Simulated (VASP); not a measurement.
Li27HN, 29 atoms in the cell. The cell holds a slab with vacuum, 29 atoms: a = 10.470 Å, b = 10.470 Å, c = 16.490 Å, α = 90.00°, β = 90.00°, γ = 90.00°. 

```yaml
Program: VASP 6.6.1
Task: single point
Functional: PBE
Potentials_or_basis: VASP PAW PBE potentials, release 64 (Li_sv, N, H)
Cutoff: 520 eV
k_mesh: 2 × 2 × 1
Occupations: gaussian, width 0.15 eV
Spin: no spin polarisation
Dipole_correction: no
Further_INCAR_settings: LREAL = Auto; ALGO = Normal; EDIFF = 1e-07; NBANDS = 64
```

Potentials or basis: VASP PAW PBE potentials, release 64 (Li_sv, N, H).

Run with:

```bash
$ cat potpaw_PBE.64/Li_sv/POTCAR potpaw_PBE.64/N/POTCAR potpaw_PBE.64/H/POTCAR > POTCAR
$ mpirun -np 1 vasp_std > vasp.out
```

Hardware: 1 thread of Oxide Virtual Turin-like Processor (shared host).

Question: How long does it take, and how much memory?

Answer: Wall time 32 min on 1 thread of Oxide Virtual Turin-like Processor (shared host), peak memory 1.6 GiB. Counts: scf iterations 26, k points 4.
